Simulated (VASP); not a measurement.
Write the native input for VASP 6.6.1 that does the following.

- Task: single point
- Functional: PBE
- Potentials or basis: VASP PAW PBE potentials, release 64 (Au)
- Cutoff: 520 eV
- k mesh: 12 × 12 × 14
- Occupations: gaussian, width 0.1 eV
- Spin: no spin polarisation
- Dipole correction: no
- Further INCAR settings: ALGO = Fast; EDIFF = 1e-06; NBANDS = 12; ISYM = 0

The structure of Au lies in POSCAR:

```
Au
1.0
    2.9076478643      0.0000000000      0.0000000000
   -1.4538239322      2.5180969158      0.0000000000
    1.4538239322      0.8393656386      2.4329597310
Au
1
Direct
    0.0000000000      0.0000000000      0.0000000000
```

One way to write it, as run:

INCAR

```
PREC = Accurate
ENCUT = 520
EDIFF = 1E-6
ISMEAR = 0
SIGMA = 0.1
LREAL = False
LASPH = True
NELM = 100
ALGO = Fast
ISIF = 2
LWAVE = False
LCHARG = False
GGA = PE
NBANDS = 12
ISYM = 0
```

KPOINTS

```
regular mesh
0
Gamma
  12 12 14
```

Potentials or basis: VASP PAW PBE potentials, release 64 (Au).

Launch:

```sh
$ cat potpaw_PBE.64/Au/POTCAR > POTCAR
$ mpirun -np 1 vasp_std > vasp.out
```

Results of the run:

| Property | Result |
| --- | --- |
| Pressure | 1.1 GPa |
| Band gap on the k mesh | zero (an odd number of electrons rules out a gap without spin polarisation) |

Caveat: spin-orbit coupling is left out, which moves the levels of the heavy elements.

It took 120 s on 1 thread of Intel(R) Xeon(R) Platinum 8259CL CPU @ 2.50GHz (Skylake/Cascade Lake), with other jobs on the host, peak memory 0.32 GiB.
